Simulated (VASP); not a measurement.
# SiNi (Pnma) in VASP: further runs

The runs below take SiNi through single point, with PBE.

All numbers are computed with VASP 6.6.1; they aren't measurements. Logs are shortened: lines on timing, memory, paths and dates and some standing lists are left out, and cuts for length are marked.

**1. The cell of the first run**

The structure is orthorhombic, space group Pnma (No. 62). Conventional cell: a = 5.151 Å, b = 3.378 Å, c = 5.619 Å, α = 90.00°, β = 90.00°, γ = 90.00°. Si (site symmetry m) has 6 Ni at 2.29 to 2.41 Å and 2 Si at 2.67 Å within 3.0 Å. Ni (site symmetry m) has 6 Si at 2.29 to 2.41 Å and 4 Ni at 2.67 to 2.71 Å within 3.0 Å.

**2. Single point, PBE**

INCAR reads:

```
SYSTEM = SiNi
ALGO = Normal
EDIFF = 1E-7
ENCUT = 520
GGA = PE
ISIF = 2
ISMEAR = 0
LASPH = .TRUE.
LCHARG = .TRUE.
LELF = .TRUE.
LREAL = .FALSE.
LVHAR = .TRUE.
LWAVE = .FALSE.
NBANDS = 38
NELM = 60
PREC = Accurate
SIGMA = 0.05
```

KPOINTS reads:

```
k-points
0
G
  8 10 6
  0 0 0
```

POSCAR reads:

```
SiNi
1.0
    5.1512635175      0.0000000000      0.0000000000
    0.0000000000      3.3777567876      0.0000000000
    0.0000000000      0.0000000000      5.6187264731
Si Ni
4 4
Direct
    0.3213548306      0.7500000000      0.0841685872
    0.1786451694      0.2500000000      0.5841685872
    0.8213548306      0.7500000000      0.4158314128
    0.6786451694      0.2500000000      0.9158314128
    0.0083050210      0.2500000000      0.1884531108
    0.4916949790      0.7500000000      0.6884531108
    0.5083050210      0.2500000000      0.3115468892
    0.9916949790      0.7500000000      0.8115468892
```

Potentials or basis: VASP PAW PBE potentials, release 64 (Si, Ni).

Launch:

```sh
$ cat potpaw_PBE.64/Si/POTCAR potpaw_PBE.64/Ni/POTCAR > POTCAR
$ mpirun -np 1 vasp_std > vasp.out
```

OUTCAR:

```text
SYSTEM = SiNi
   EDIFF = 1E-7
   ENCUT = 520
   GGA = PE
   ISIF = 2
   ISMEAR = 0
   LASPH = .TRUE.
   LREAL = .FALSE.
   NELM = 60
   PREC = Accurate

 ion  position               nearest neighbor table
   1  0.321  0.750  0.084-   8 2.29   7 2.33   7 2.33   6 2.39   5 2.41   5 2.41   4 2.67   4 2.67

   2  0.179  0.250  0.584-   7 2.29   8 2.33   8 2.33   5 2.39   6 2.41   6 2.41   3 2.67   3 2.67

   3  0.821  0.750  0.416-   6 2.29   5 2.33   5 2.33   8 2.39   7 2.41   7 2.41   2 2.67   2 2.67

   4  0.679  0.250  0.916-   5 2.29   6 2.33   6 2.33   7 2.39   8 2.41   8 2.41   1 2.67   1 2.67

   5  0.008  0.250  0.188-   4 2.29   3 2.33   3 2.33   2 2.39   1 2.41   1 2.41   7 2.67   7 2.67
                             8 2.71   8 2.71
   6  0.492  0.750  0.688-   3 2.29   4 2.33   4 2.33   1 2.39   2 2.41   2 2.41   8 2.67   8 2.67
                             7 2.71   7 2.71
   7  0.508  0.250  0.312-   2 2.29   1 2.33   1 2.33   4 2.39   3 2.41   3 2.41   5 2.67   5 2.67
                             6 2.71   6 2.71
   8  0.992  0.750  0.812-   1 2.29   2 2.33   2 2.33   3 2.39   4 2.41   4 2.41   6 2.67   6 2.67
                             5 2.71   5 2.71

  LATTYP: Found a simple orthorhombic cell.
 ALAT       =     3.3777567876
 B/A-ratio  =     1.5250545973
 C/A-ratio  =     1.6634490955

  Lattice vectors:

 A1 = (   0.0000000000,  -3.3777567876,   0.0000000000)
 A2 = (   5.1512635175,   0.0000000000,   0.0000000000)
 A3 = (   0.0000000000,   0.0000000000,   5.6187264731)

Analysis of symmetry for initial positions (statically):
=====================================================================
 Subroutine PRICEL returns:
 Original cell was already a primitive cell.

 Routine SETGRP: Setting up the symmetry group for a
 simple orthorhombic supercell.

 Subroutine GETGRP returns: Found  8 space group operations
 (whereof  2 operations were pure point group operations)
 out of a pool of  8 trial point group operations.

The static configuration has the point symmetry S_2 .
 The point group associated with its full space group is D_2h.

Analysis of symmetry for dynamics (positions and initial velocities):
=====================================================================
 Subroutine PRICEL returns:
 Original cell was already a primitive cell.

 Routine SETGRP: Setting up the symmetry group for a
 simple orthorhombic supercell.

 Subroutine GETGRP returns: Found  8 space group operations
 (whereof  2 operations were pure point group operations)
 out of a pool of  8 trial point group operations.

The dynamic configuration has the point symmetry S_2 .
 The point group associated with its full space group is D_2h.

 Subroutine INISYM returns: Found  8 space group operations
 (whereof  2 operations are pure point group operations),
 and found     1 'primitive' translations

----------------------------------------------------------------------------------------

                                     Primitive cell

  volume of cell :      97.7642

  direct lattice vectors                    reciprocal lattice vectors
     5.151263518  0.000000000  0.000000000     0.194127130  0.000000000  0.000000000
     0.000000000  3.377756788  0.000000000     0.000000000  0.296054471  0.000000000
     0.000000000  0.000000000  5.618726473     0.000000000  0.000000000  0.177976274

  length of vectors
     5.151263518  3.377756788  5.618726473     0.194127130  0.296054471  0.177976274

  position of ions in fractional coordinates (direct lattice)
     0.321354831  0.750000000  0.084168587
     0.178645169  0.250000000  0.584168587
     0.821354831  0.750000000  0.415831413
     0.678645169  0.250000000  0.915831413
     0.008305021  0.250000000  0.188453111
     0.491694979  0.750000000  0.688453111
     0.508305021  0.250000000  0.311546889
     0.991694979  0.750000000  0.811546889

  ion indices of the primitive-cell ions
   primitive index   ion index
                 1           1
                 2           2
                 3           3
                 4           4
                 5           5
                 6           6
                 7           7
                 8           8

----------------------------------------------------------------------------------------

 KPOINTS: k-points

Automatic generation of k-mesh.
 Grid dimensions read from file:
 generate k-points for:    8   10    6

 Generating k-lattice:

  Cartesian coordinates                     Fractional coordinates (reciprocal lattice)
     0.024265891  0.000000000  0.000000000     0.125000000  0.000000000  0.000000000
     0.000000000  0.029605447  0.000000000     0.000000000  0.100000000  0.000000000
     0.000000000  0.000000000  0.029662712     0.000000000  0.000000000  0.166666667

  Length of vectors
     0.024265891  0.029605447  0.029662712

  Shift w.r.t. Gamma in fractional coordinates (k-lattice)
     0.000000000  0.000000000  0.000000000

 Subroutine IBZKPT returns following result:
 ===========================================

 Found    120 irreducible k-points:

 Following reciprocal coordinates:
            Coordinates               Weight
  0.000000  0.000000  0.000000      1.000000
  0.125000  0.000000  0.000000      2.000000
  0.250000  0.000000  0.000000      2.000000
  0.375000  0.000000  0.000000      2.000000
  0.500000  0.000000  0.000000      1.000000
  0.000000  0.100000  0.000000      2.000000
[... 16 lines left out ...]
  0.250000  0.400000  0.000000      4.000000
  0.375000  0.400000  0.000000      4.000000
 [... further k-points ...]
   k-points           NKPTS =    120   k-points in BZ     NKDIM =    120   number of bands    NBANDS=     38
   number of dos      NEDOS =    301   number of ions     NIONS =      8
   total plane-waves  NPLWV =  47040
   dimension x,y,z NGX =    40 NGY =   28 NGZ =   42
   dimension x,y,z NGXF=    80 NGYF=   56 NGZF=   84
   ions per type =               4   4
   NGX,Y,Z   is equivalent  to a cutoff of  12.91, 13.78, 12.43 a.u.
   NGXF,Y,Z  is equivalent  to a cutoff of  25.82, 27.56, 24.85 a.u.
 SYSTEM =  SiNi
   PREC   = accura    normal or accurate (medium, high low for compatibility)
   ISTART =      0    job   : 0-new  1-cont  2-samecut
   ICHARG =      2    charge: 1-file 2-atom 10-const
   ISPIN  =      1    spin polarized calculation?
   LNONCOLLINEAR =      F non collinear calculations
   LSORBIT =      F    spin-orbit coupling
   LASPH  =      T    aspherical Exc in radial PAW
   ENCUT  =  520.0 eV  38.22 Ry    6.18 a.u.   9.58  6.28 10.45*2*pi/ulx,y,z
   NELM   =     60;   NELMIN=  2; NELMDL= -5     # of ELM steps
   EDIFF  = 0.1E-06   stopping-criterion for ELM
   LREAL  =      F    real-space projection
   EDIFFG = 0.1E-05   stopping-criterion for IOM
   NSW    =      0    number of steps for IOM
   IBRION =     -1    ionic relax: 0-MD 1-quasi-New 2-CG
   NFREE  =      0    steps in history (QN), initial steepest desc. (CG)
   ISIF   =      2    stress and relaxation
   ISYM   =      2    0-nonsym 1-usesym 2-fastsym
   POTIM  = 0.5000    time-step for ionic-motion
   TEBEG  =    0.0;   TEEND  =   0.0 temperature during run
   PSTRESS=    0.0 pullay stress
   NELECT =      56.0000    total number of electrons
   NUPDOWN=      -1.0000    fix difference up-down
   EMIN   =  10.00;   EMAX   =-10.00  energy-range for DOS
   EFERMI =   0.00;   METHOD = LEGACY
   ISMEAR =     0;   SIGMA  =   0.05  broadening in eV -4-tet -1-fermi 0-gaus
   EFERMI_NEDOS =   21; number of points for ismear=-14 and -15
   IALGO  =     38    algorithm
   IMIX   =      4    mixing-type and parameters
     AMIX     =   0.40;   BMIX     =  1.00
     AMIX_MAG =   1.60;   BMIX_MAG =  1.00
  volume/ion in A,a.u.               =      12.22        82.47
  Fermi-wavevector in a.u.,A,eV,Ry     =   1.359599  2.569270 25.150497  1.848509
  Thomas-Fermi vector in A             =   2.486333
   LORBIT       =      0    0 simple, 1 ext, 2 COOP (PROOUT), +10 PAW based schemes
   GGA     = PE    functional components
   LHFCALC =     F    Hartree Fock is set to
   AEXX    =    0.0000 exact exchange contribution
   IVDW    =     0    specifies the selected vdW correction
   LEPSILON=     F    determine dielectric tensor
   LRPA    =     F    only Hartree local field effects (RPA)
 non-spin polarized calculation
 Gauss-broadening in eV      SIGMA  =   0.05
  energy-cutoff  :      520.00
  volume of cell :       97.76
 maximum number of plane-waves:      2664
 NGX is ok and might be reduce to    40
   NGX = 19   NGY = 13   NGZ = 21

 number of electron      55.9999991 magnetization

 Free energy of the ion-electron system (eV)
  ---------------------------------------------------
  ext. energy  EPLUGINS =         0.00000000
  ---------------------------------------------------
  free energy    TOTEN  =       -47.60526104 eV

  energy without entropy =      -47.60324441  energy(sigma->0) =      -47.60425273

 E-fermi :  10.2805     XC(G=0): -12.1676

 val. band max:       10.2720278547   @ k =   0.1250   0.2000   0.3333
 cond. band min:      10.2851209858   @ k =   0.1250   0.4000   0.0000
 fundamental gap:      0.0130931311
 Fermi energy:        10.2804759435

 k-point     1 :       0.0000    0.0000    0.0000
  band No.  band energies     occupation
      1      -2.6191      2.00000
      2       0.7053      2.00000
      3       1.9852      2.00000
      4       2.5742      2.00000
      5       3.8686      2.00000
      6       4.3357      2.00000
[... 30 lines left out ...]
     37      16.5845      0.00000
     38      16.9939      0.00000

 k-point     2 :       0.1250    0.0000    0.0000
  band No.  band energies     occupation
      1      -2.5351      2.00000
      2       0.5406      2.00000
      3       2.0427      2.00000
      4       2.2613      2.00000
      5       4.2127      2.00000
      6       4.4231      2.00000
[... 30 lines left out ...]
     37      16.5774      0.00000
     38      16.5906      0.00000

 k-point     3 :       0.2500    0.0000    0.0000
  band No.  band energies     occupation
      1      -2.2853      2.00000
      2       0.0256      2.00000
      3       2.0560      2.00000
      4       2.1907      2.00000
      5       3.9406      2.00000
      6       4.9384      2.00000
[... 30 lines left out ...]
     37      15.6792      0.00000
     38      16.5803      0.00000

 k-point     4 :       0.3750    0.0000    0.0000
  band No.  band energies     occupation
      1      -1.8768      2.00000
      2      -0.6629      2.00000
      3       2.1301      2.00000
      4       2.3275      2.00000
      5       3.7514      2.00000
      6       4.3655      2.00000
[... 30 lines left out ...]
     37      15.6451      0.00000
     38      16.4855      0.00000
[... 703 lines left out ...]
      4       2.9575      2.00000
      5       4.3597      2.00000
      6       4.7083      2.00000
[... 30 lines left out ...]
     37      14.5096      0.00000
     38      15.6261      0.00000

 k-point    23 :       0.2500    0.4000    0.0000
  band No.  band energies     occupation
      1      -0.3241      2.00000
      2       1.6371      2.00000
      3       1.7915      2.00000
      4       2.7853      2.00000
      5       4.5393      2.00000
      6       4.5487      2.00000
[... 30 lines left out ...]
     37      15.5205      0.00000
     38      16.8882      0.00000

 k-point    24 :       0.3750    0.4000    0.0000
  band No.  band energies     occupation
      1       0.0393      2.00000
      2       1.0797      2.00000
      3       2.0324      2.00000
      4       2.5791      2.00000
      5       4.4622      2.00000
      6       4.6727      2.00000
[... 30 lines left out ...]
     37      16.2489      0.00000
     38      16.8329      0.00000

 [... further k-points ...]

------------------------ aborting loop because EDIFF is reached ----------------------------------------

  FORCE on cell =-STRESS in cart. coord.  units (eV):
  Direction    XX          YY          ZZ          XY          YZ          ZX
  --------------------------------------------------------------------------------------
  -------------------------------------------------------------------------------------
  Total        0.0343813     -0.0339062      0.0369868      0.0000000      0.0000000      0.0000000
  in kB        0.5634475     -0.5556606      0.6061461      0.0000000      0.0000000      0.0000000
  external PRESSURE =       0.2046443 kB  Pullay stress =       0.0000000 kB

 VOLUME and BASIS-vectors are now :
 -----------------------------------------------------------------------------
  energy-cutoff  :      520.00
  volume of cell :       97.76
      direct lattice vectors                 reciprocal lattice vectors
     5.151263518  0.000000000  0.000000000     0.194127130  0.000000000  0.000000000
     0.000000000  3.377756788  0.000000000     0.000000000  0.296054471  0.000000000
     0.000000000  0.000000000  5.618726473     0.000000000  0.000000000  0.177976274

 POSITION                                       TOTAL-FORCE (eV/Angst)
 -----------------------------------------------------------------------------------
      1.65538      2.53332      0.47292         0.000841      0.000000      0.004317
      0.92025      0.84444      3.28228        -0.000841      0.000000      0.004317
      4.23102      2.53332      2.33644         0.000841      0.000000     -0.004317
      3.49588      0.84444      5.14581        -0.000841      0.000000     -0.004317
      0.04278      0.84444      1.05887         0.011168     -0.000000     -0.001649
      2.53285      2.53332      3.86823        -0.011168      0.000000     -0.001649
      2.61841      0.84444      1.75050         0.011168      0.000000      0.001649
      5.10848      2.53332      4.55986        -0.011168     -0.000000      0.001649
 -----------------------------------------------------------------------------------
    total drift:                                0.000000      0.000000     -0.000000

  FREE ENERGIE OF THE ION-ELECTRON SYSTEM (eV)
  ---------------------------------------------------
  free  energy   TOTEN  =       -47.6052610444 eV

  energy  without entropy=      -47.6032444079  energy(sigma->0) =      -47.60425273
```

Run time: 7.8 min. Hardware: 1 thread of Intel Xeon Platinum 8488C (Sapphire Rapids), shared host; peak memory 0.44 GiB.

What came out:

| Property | Result |
| --- | --- |
| Free energy | -47.6053 eV |
| Pressure | 0.0 GPa |
| Largest force | 0.011 eV/Å |
| Band gap on the k mesh | zero (bands 28 and 29 overlap by 1.81 eV) |

Forces in eV/Å, atoms in the order of the input:
```
Si   0.001  0.000  0.004
Si  -0.001  0.000  0.004
Si   0.001  0.000 -0.004
Si  -0.001  0.000 -0.004
Ni   0.011  0.000 -0.002
Ni  -0.011  0.000 -0.002
Ni   0.011  0.000  0.002
Ni  -0.011  0.000  0.002
```

Stress tensor (GPa, compression positive):
```
 0.06  0.00  0.00
 0.00 -0.06  0.00
 0.00  0.00  0.06
```

Spin polarisation is off, so any magnetic state and its effect on volume and gap are missing.

(Part 1 of 2 ends here.)

The gap in the log of VASP goes by the Fermi energy; the results here count the filled bands.